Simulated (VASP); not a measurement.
# Y (Pm-3m) in VASP: a series of runs

Runs on Y. Level: r2SCAN. Tasks: relaxation of cell and atoms.

All numbers are computed with VASP 6.6.1; they aren't measurements. Logs are shortened: lines on timing, memory, paths and dates and some standing lists are left out, and cuts for length are marked.

**1. The cell of the first run**

The structure is cubic, space group Pm-3m (No. 221). The conventional cell has a = 3.310 Å, b = 3.310 Å, c = 3.310 Å, α = 90.00°, β = 90.00°, γ = 90.00°. Within 4.4 Å of Y (site symmetry m-3m) lie 6 Y at 3.31 Å.

**2. Relaxation of cell and atoms, r2SCAN, target pressure 10 GPa, at which the enthalpy is minimised**

Input file POSCAR:

```
Y
1.0
    3.3100000000      0.0000000000      0.0000000000
    0.0000000000      3.3100000000      0.0000000000
    0.0000000000      0.0000000000      3.3100000000
Y
1
Direct
    0.0000000000      0.0000000000      0.0000000000
```

Input file INCAR.step1:

```
  ALGO = Normal
  EDIFF = 1E-4
  ENCUT = 600
  GGA = PE
  ISMEAR = -1
  LASPH = T
  LCHARG = F
  LREAL = F
  LWAVE = T
  NELM = 80
  PREC = Accurate
  SIGMA = 0.05
```

Input file INCAR.step2:

```
  ALGO = Normal
  EDIFF = 1E-6
  EDIFFG = -0.01
  ENCUT = 600
  IBRION = 2
  ISIF = 3
  ISMEAR = -1
  ISTART = 1
  LASPH = T
  LCHARG = F
  LMIXTAU = T
  LREAL = F
  LWAVE = F
  METAGGA = R2SCAN
  NELM = 80
  NSW = 80
  PREC = Accurate
  PSTRESS = 100.0
  SIGMA = 0.05
```

Input file KPOINTS:

```
k-points
0
Gamma
  7 7 7
```

Potentials or basis: VASP PAW PBE potentials, release 64 (Y_sv).

Run with:

```
$ cat potpaw_PBE.64/Y_sv/POTCAR > POTCAR
$ cp INCAR.step1 INCAR
$ mpirun -np 1 vasp_std > vasp.out
$ cp INCAR.step2 INCAR
$ mpirun -np 1 vasp_std > vasp.out
```

OUTCAR:

```text
EDIFF = 1E-6
   EDIFFG = -0.01
   ENCUT = 600
   IBRION = 2
   ISIF = 3
   ISMEAR = -1
   ISTART = 1
   LASPH = T
   LREAL = F
   METAGGA = R2SCAN
   NELM = 80
   NSW = 80
   PREC = Accurate
   PSTRESS = 100.0

 ion  position               nearest neighbor table
   1  0.000  0.000  0.000-

  LATTYP: Found a simple cubic cell.
 ALAT       =     3.3100000000

  Lattice vectors:

 A1 = (   3.3100000000,   0.0000000000,   0.0000000000)
 A2 = (   0.0000000000,   3.3100000000,   0.0000000000)
 A3 = (   0.0000000000,   0.0000000000,   3.3100000000)

Analysis of symmetry for initial positions (statically):
=====================================================================
 Subroutine PRICEL returns:
 Original cell was already a primitive cell.

 Routine SETGRP: Setting up the symmetry group for a
 simple cubic supercell.

 Subroutine GETGRP returns: Found 48 space group operations
 (whereof 48 operations were pure point group operations)
 out of a pool of 48 trial point group operations.

The static configuration has the point symmetry O_h .

Analysis of symmetry for dynamics (positions and initial velocities):
=====================================================================
 Subroutine PRICEL returns:
 Original cell was already a primitive cell.

 Routine SETGRP: Setting up the symmetry group for a
 simple cubic supercell.

 Subroutine GETGRP returns: Found 48 space group operations
 (whereof 48 operations were pure point group operations)
 out of a pool of 48 trial point group operations.

The dynamic configuration has the point symmetry O_h .

 Subroutine INISYM returns: Found 48 space group operations
 (whereof 48 operations are pure point group operations),
 and found     1 'primitive' translations

----------------------------------------------------------------------------------------

                                     Primitive cell

  volume of cell :      36.2647

  direct lattice vectors                    reciprocal lattice vectors
     3.310000000  0.000000000  0.000000000     0.302114804  0.000000000  0.000000000
     0.000000000  3.310000000  0.000000000     0.000000000  0.302114804  0.000000000
     0.000000000  0.000000000  3.310000000     0.000000000  0.000000000  0.302114804

  length of vectors
     3.310000000  3.310000000  3.310000000     0.302114804  0.302114804  0.302114804

  position of ions in fractional coordinates (direct lattice)
     0.000000000  0.000000000  0.000000000

  ion indices of the primitive-cell ions
   primitive index   ion index
                 1           1

----------------------------------------------------------------------------------------

 KPOINTS: k-points

Automatic generation of k-mesh.
 Grid dimensions read from file:
 generate k-points for:    7    7    7

 Generating k-lattice:

  Cartesian coordinates                     Fractional coordinates (reciprocal lattice)
     0.043159258  0.000000000  0.000000000     0.142857143  0.000000000  0.000000000
     0.000000000  0.043159258  0.000000000     0.000000000  0.142857143  0.000000000
     0.000000000  0.000000000  0.043159258     0.000000000  0.000000000  0.142857143

  Length of vectors
     0.043159258  0.043159258  0.043159258

  Shift w.r.t. Gamma in fractional coordinates (k-lattice)
     0.000000000  0.000000000  0.000000000

 Subroutine IBZKPT returns following result:
 ===========================================

 Found     20 irreducible k-points:

 Following reciprocal coordinates:
            Coordinates               Weight
  0.000000  0.000000  0.000000      1.000000
  0.142857  0.000000  0.000000      6.000000
  0.285714  0.000000  0.000000      6.000000
  0.428571  0.000000  0.000000      6.000000
  0.142857  0.142857  0.000000     12.000000
  0.285714  0.142857  0.000000     24.000000
[... 12 lines left out ...]
  0.428571  0.428571  0.285714     24.000000
  0.428571  0.428571  0.428571      8.000000
   k-points           NKPTS =     20   k-points in BZ     NKDIM =     20   number of bands    NBANDS=      9
   number of dos      NEDOS =    301   number of ions     NIONS =      1
   total plane-waves  NPLWV =  21952
   dimension x,y,z NGX =    28 NGY =   28 NGZ =   28
   dimension x,y,z NGXF=    56 NGYF=   56 NGZF=   56
   ions per type =               1
   NGX,Y,Z   is equivalent  to a cutoff of  14.06, 14.06, 14.06 a.u.
   NGXF,Y,Z  is equivalent  to a cutoff of  28.13, 28.13, 28.13 a.u.
 SYSTEM =  unknown system
   PREC   = accura    normal or accurate (medium, high low for compatibility)
   ISTART =      1    job   : 0-new  1-cont  2-samecut
   ICHARG =      0    charge: 1-file 2-atom 10-const
   ISPIN  =      1    spin polarized calculation?
   LNONCOLLINEAR =      F non collinear calculations
   LSORBIT =      F    spin-orbit coupling
   LASPH  =      T    aspherical Exc in radial PAW
   ENCUT  =  600.0 eV  44.10 Ry    6.64 a.u.   6.61  6.61  6.61*2*pi/ulx,y,z
   NELM   =     80;   NELMIN=  2; NELMDL=  0     # of ELM steps
   EDIFF  = 0.1E-05   stopping-criterion for ELM
   LREAL  =      F    real-space projection
   EDIFFG = -.1E-01   stopping-criterion for IOM
   NSW    =     80    number of steps for IOM
   IBRION =      2    ionic relax: 0-MD 1-quasi-New 2-CG
   NFREE  =      1    steps in history (QN), initial steepest desc. (CG)
   ISIF   =      3    stress and relaxation
   ISYM   =      2    0-nonsym 1-usesym 2-fastsym
   POTIM  = 0.5000    time-step for ionic-motion
   TEBEG  =    0.0;   TEEND  =   0.0 temperature during run
   PSTRESS=  100.0 pullay stress
   NELECT =      11.0000    total number of electrons
   NUPDOWN=      -1.0000    fix difference up-down
   EMIN   =  10.00;   EMAX   =-10.00  energy-range for DOS
   EFERMI =   0.00;   METHOD = LEGACY
   ISMEAR =    -1;   SIGMA  =   0.05  broadening in eV -4-tet -1-fermi 0-gaus
   EFERMI_NEDOS =   21; number of points for ismear=-14 and -15
   IALGO  =     38    algorithm
   IMIX   =      4    mixing-type and parameters
     AMIX     =   0.40;   BMIX     =  1.00
     AMIX_MAG =   1.60;   BMIX_MAG =  1.00
  volume/ion in A,a.u.               =      36.26       244.73
  Fermi-wavevector in a.u.,A,eV,Ry     =   1.099962  2.078627 16.461916  1.209917
  Thomas-Fermi vector in A             =   2.236365
   LORBIT       =      0    0 simple, 1 ext, 2 COOP (PROOUT), +10 PAW based schemes
   METAGGA = R2SCAN    functional components
   LHFCALC =     F    Hartree Fock is set to
   AEXX    =    0.0000 exact exchange contribution
   IVDW    =     0    specifies the selected vdW correction
   LEPSILON=     F    determine dielectric tensor
   LRPA    =     F    only Hartree local field effects (RPA)
 conjugate gradient relaxation of ions
 non-spin polarized calculation
  energy-cutoff  :      600.00
  volume of cell :       36.26
 maximum number of plane-waves:      1231
 NGX is ok and might be reduce to    28
   NGX = 13   NGY = 13   NGZ = 13

--------------------------------------- Ionic step        1  -------------------------------------------

 number of electron      10.9999999 magnetization

 Free energy of the ion-electron system (eV)
  ---------------------------------------------------
  ext. energy  EPLUGINS =         0.00000000
  ---------------------------------------------------
  free energy    TOTEN  =       -19.41146882 eV

  energy without entropy =      -19.38866815  energy(sigma->0) =      -19.40006849

 E-fermi :   2.6895     XC(G=0):  -9.6218

 val. band max:        2.6526464430   @ k =   0.1429   0.1429   0.0000
 cond. band min:       2.7003434273   @ k =   0.2857   0.1429   0.0000
 fundamental gap:      0.0476969843
 Fermi energy:         2.6895032776

 k-point     1 :       0.0000    0.0000    0.0000
  band No.  band energies     occupation
      1     -42.1021      2.00000
      2     -21.1234      2.00000
      3     -21.1234      2.00000
      4     -21.1234      2.00000
      5      -2.0603      2.00000
      6       2.1220      1.99998
      7       2.1220      1.99998
      8       7.8806      0.00000
      9       7.8806      0.00000

 k-point     2 :       0.1429    0.0000    0.0000
  band No.  band energies     occupation
      1     -42.0909      2.00000
      2     -21.2482      2.00000
      3     -21.1127      2.00000
      4     -21.1127      2.00000
      5      -1.6736      2.00000
      6       2.2435      1.99973
      7       2.4145      1.99186
      8       7.2382      0.00000
      9       7.2382      0.00000

 k-point     3 :       0.2857    0.0000    0.0000
  band No.  band energies     occupation
      1     -42.0656      2.00000
      2     -21.5189      2.00000
      3     -21.0886      2.00000
      4     -21.0886      2.00000
      5      -0.6706      2.00000
      6       2.5408      1.90278
      7       2.8730      0.04968
      8       6.2022      0.00000
      9       6.2022      0.00000
[... 252 lines left out ...]
 VOLUME and BASIS-vectors are now :
 -----------------------------------------------------------------------------
  energy-cutoff  :      600.00
  volume of cell :       24.78
      direct lattice vectors                 reciprocal lattice vectors
     2.915433279  0.000000000  0.000000000     0.343002190  0.000000000  0.000000000
    -0.000000000  2.915433279  0.000000000    -0.000000000  0.343002190  0.000000000
    -0.000000000 -0.000000000  2.915433279    -0.000000000 -0.000000000  0.343002190

 POSITION                                       TOTAL-FORCE (eV/Angst)
 -----------------------------------------------------------------------------------
      0.00000      0.00000      0.00000         0.000000      0.000000      0.000000
 -----------------------------------------------------------------------------------
    total drift:                               -0.000000      0.000000     -0.000000

  FREE ENERGIE OF THE ION-ELECTRON SYSTEM (eV)
  ---------------------------------------------------
  free  energy   TOTEN  =       -19.0309699182 eV

  energy  without entropy=      -19.0079906997  energy(sigma->0) =      -19.01948031

  enthalpy is  TOTEN    =       -17.4842960848 eV   P V=        1.5466738333

--------------------------------------- Ionic step        3  -------------------------------------------

 number of electron      11.0000000 magnetization

 Free energy of the ion-electron system (eV)
  ---------------------------------------------------
  ext. energy  EPLUGINS =         0.00000000
  ---------------------------------------------------
  free energy    TOTEN  =       -19.20043313 eV

  energy without entropy =      -19.18007261  energy(sigma->0) =      -19.19025287

 E-fermi :   4.2512     XC(G=0): -10.8642

 val. band max:        4.2200391269   @ k =   0.4286   0.4286   0.2857
 cond. band min:       4.2904905286   @ k =   0.1429   0.1429   0.1429
 fundamental gap:      0.0704514017
 Fermi energy:         4.2511932550

 k-point     1 :       0.0000    0.0000    0.0000
  band No.  band energies     occupation
      1     -40.0646      2.00000
      2     -18.7129      2.00000
      3     -18.7129      2.00000
      4     -18.7129      2.00000
      5      -0.7882      2.00000
      6       3.2391      2.00000
      7       3.2391      2.00000
      8      11.1776      0.00000
      9      11.1776      0.00000

 k-point     2 :       0.1429    0.0000    0.0000
  band No.  band energies     occupation
      1     -40.0305      2.00000
      2     -19.0182      2.00000
      3     -18.6867      2.00000
      4     -18.6867      2.00000
      5      -0.2754      2.00000
      6       3.4036      2.00000
      7       3.7745      1.99986
      8      10.1917      0.00000
      9      10.1917      0.00000

 k-point     3 :       0.2857    0.0000    0.0000
  band No.  band energies     occupation
      1     -39.9528      2.00000
      2     -19.6570      2.00000
      3     -18.6270      2.00000
      4     -18.6270      2.00000
      5       0.9466      2.00000
      6       3.8115      1.99970
      7       4.7983      0.00004
      8       8.6850      0.00000
      9       8.6850      0.00000
[... 215 lines left out ...]
 VOLUME and BASIS-vectors are now :
 -----------------------------------------------------------------------------
  energy-cutoff  :      600.00
  volume of cell :       26.97
      direct lattice vectors                 reciprocal lattice vectors
     2.998812977  0.000000000  0.000000000     0.333465277  0.000000000  0.000000000
    -0.000000000  2.998812977  0.000000000    -0.000000000  0.333465277  0.000000000
    -0.000000000 -0.000000000  2.998812977    -0.000000000 -0.000000000  0.333465277

 POSITION                                       TOTAL-FORCE (eV/Angst)
 -----------------------------------------------------------------------------------
      0.00000      0.00000      0.00000         0.000000      0.000000      0.000000
 -----------------------------------------------------------------------------------
    total drift:                               -0.000000      0.000000     -0.000000

  FREE ENERGIE OF THE ION-ELECTRON SYSTEM (eV)
  ---------------------------------------------------
  free  energy   TOTEN  =       -19.2004331252 eV

  energy  without entropy=      -19.1800726072  energy(sigma->0) =      -19.19025287

  enthalpy is  TOTEN    =       -17.5172259949 eV   P V=        1.6832071302

 reached required accuracy - stopping structural energy minimisation
```

It took 84 s on 1 thread of Intel Xeon Platinum 8488C (Sapphire Rapids), shared host; peak memory 0.19 GiB.

Results:

```yaml
Free_energy: -19.2004 eV
Relaxed_volume: 26.97 Å³/atom
Relaxed_cell: a = 2.999 Å, b = 2.999 Å, c = 2.999 Å, α = 90.00°, β = 90.00°, γ = 90.00°
Space_group_after_relaxing_to_0.05_Å: Pm-3m (No. 221)
Energy_change_on_relaxing_the_enthalpy_is_what_falls: +211.0 meV/atom
Ionic_steps: 3
Pressure_after_relaxing: 9.9 GPa
```

Step by step:
| step | energy change (eV) | largest force (eV/Å) | pressure (GPa) | volume (Å³) |
| --- | --- | --- | --- | --- |
| 1 | 0.0000 | 0.0000 | -0.92 | 36.26 |
| 2 | 0.3805 | 0.0000 | 15.09 | 24.78 |
| 3 | 0.2110 | 0.0000 | 9.95 | 26.97 |

Final structure:
```cif
data_structure
_symmetry_space_group_name_H-M 'P 1'
_symmetry_Int_Tables_number 1
_cell_length_a 2.9988
_cell_length_b 2.9988
_cell_length_c 2.9988
_cell_angle_alpha 90.000
_cell_angle_beta 90.000
_cell_angle_gamma 90.000
_cell_volume 26.97
loop_
_atom_site_label
_atom_site_type_symbol
_atom_site_fract_x
_atom_site_fract_y
_atom_site_fract_z
_atom_site_occupancy
Y1 Y 0.00000 0.00000 0.00000 1
```

Levels at points of the mesh, in eV from the Fermi level:
```
           k point  band 2  band 3  band 4  band 5  band 6  band 7  band 8  band 9
(0.00, 0.00, 0.00)  -22.96  -22.96  -22.96   -5.04   -1.01   -1.01    6.93    6.93
```

Caveat: the cell is relaxed towards a set pressure, so the enthalpy falls and the energy may rise; the volume moved by over 15 % at a fixed basis, so the end points are rough; the PAW data sets were made with another functional, which shifts forces and pressure a little.

(Part 1 of 2 ends here.)
